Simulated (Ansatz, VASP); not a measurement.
**One calculation of Be3N2, two programs**

The input INCAR:

```
ALGO = Normal
EDIFF = 1E-6
ENCUT = 520
ISIF = 2
ISMEAR = 0
LASPH = T
LCHARG = F
LREAL = F
LWAVE = F
NBANDS = 16
NELM = 100
PREC = Accurate
SIGMA = 0.05
```

File KPOINTS:

```
k-points
0
Gamma
  12 12 12
```

POSCAR

```
Be3N2
1.0
    1.4598204475      0.8428277283      4.6030946368
   -1.4598204475      0.8428277283      4.6030946368
    0.0000000000     -1.6856554566      4.6030946368
Be N
3 2
Direct
    0.8590010800      0.8590010800      0.8590010800
    0.3176945600      0.3176945600      0.3176945600
    0.0888067700      0.0888067700      0.0888067700
    0.2041626800      0.2041626800      0.2041626800
    0.7084349100      0.7084349100      0.7084349100
```

Input for Ansatz:

```yaml
crystal:
  lattice:
    - [1.4598204475, 0.8428277283, 4.6030946368]
    - [-1.4598204475, 0.8428277283, 4.6030946368]
    - [0.0, -1.6856554566, 4.6030946368]
  atoms:
    - { symbol: Be, position: [0.85900108, 0.85900108, 0.85900108] }
    - { symbol: Be, position: [0.31769456, 0.31769456, 0.31769456] }
    - { symbol: Be, position: [0.08880677, 0.08880677, 0.08880677] }
    - { symbol: "N", position: [0.20416268, 0.20416268, 0.20416268] }
    - { symbol: "N", position: [0.70843491, 0.70843491, 0.70843491] }
basis:
  ecutwfc: 420
kpoints:
  mp_grid: { grid: [12, 12, 12] }
hamiltonian:
  xc: lda
scf:
  occupations: { method: gaussian, width: 0.05 }
output:
  forces: true
  stress: true
  eigenvalues: true
```

Alike in both runs: task single point; functional LDA; k mesh 12 × 12 × 12; occupations gaussian, width 0.05 eV; no spin polarisation.

|  | VASP | Ansatz |
| --- | --- | --- |
| version | VASP 6.6.1 | Ansatz 0.2.0 |
| potentials or method | VASP PAW LDA potentials, release 64 (Be, N), cutoff 520 eV | scalar-relativistic, plane waves, PAW |
| valence electrons in the cell | 16 | 16 |

Ansatz gave:

| Item | Value |
| --- | --- |
| gap on the k mesh at the Fermi level (eV) | 2.82 |
| least direct gap on the mesh (eV) | 3.44 |
| pressure (GPa) | -6.9 |
| traceless stress, the component that is largest in VASP (GPa) | 23.75 |
| rms of the force components (eV/Å) | 0.242 |

Task: Which values does VASP return?

Result: gap on the k mesh at the Fermi level (eV): 2.80; least direct gap on the mesh (eV): 3.43; pressure (GPa): -6.4; traceless stress, the component that is largest in VASP (GPa): 23.63; rms of the force components (eV/Å): 0.237.

LDA's correlation is that of Perdew and Zunger in VASP and of Perdew and Wang (1992) in Ansatz. Atom by atom the forces differ by 0.006 eV/Å (rms over components).
